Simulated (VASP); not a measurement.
Runs of VASP 6.6.1 on Al. The structure is that of space group Fd-3m (No. 227), or close to it. The cells are those of the table. 

```csv
task,cell,k mesh,cutoff (eV),gap on the mesh (eV),pressure (GPa)
single point,"a = 4.355 Å, angles 60.0°, 2 atoms",15 × 15 × 15,520,none,0.1
single point,"a = 4.235 Å, angles 60.0°, 2 atoms",10 × 10 × 10,520,none,(a)
single point,"a = 4.296 Å, angles 60.0°, 2 atoms",10 × 10 × 10,520,none,1.4
single point,"a = 4.468 Å, angles 60.0°, 2 atoms",10 × 10 × 10,520,none,(b)
single point,"a = 4.522 Å, angles 60.0°, 2 atoms",10 × 10 × 10,520,none,-2.6
single point,"a = 4.412 Å, angles 60.0°, 2 atoms",10 × 10 × 10,520,none,-1.0
relaxation of cell and atoms,"relaxed from a = 3.987 Å, angles 60.0°, 2 atoms",10 × 10 × 10,600,none,0.1
single point,"a = 4.355 Å, angles 60.0°, 2 atoms",10 × 10 × 10,520,none,0.1
single point,"a = 4.173 Å, angles 60.0°, 2 atoms",10 × 10 × 10,520,none,5.2
```

Alike in all rows: level BLYP; potentials or basis VASP PAW PBE potentials, release 64 (Al); no spin polarisation; smearing fermi-dirac 0.1 eV.

Question: Estimate the missing entries.

Answer: (a) 3.1; (b) -1.9.

Caveats: the PAW data sets were made with another functional, which shifts forces and pressure a little.

A gap of «none» marks levels without a gap at the run's occupations.
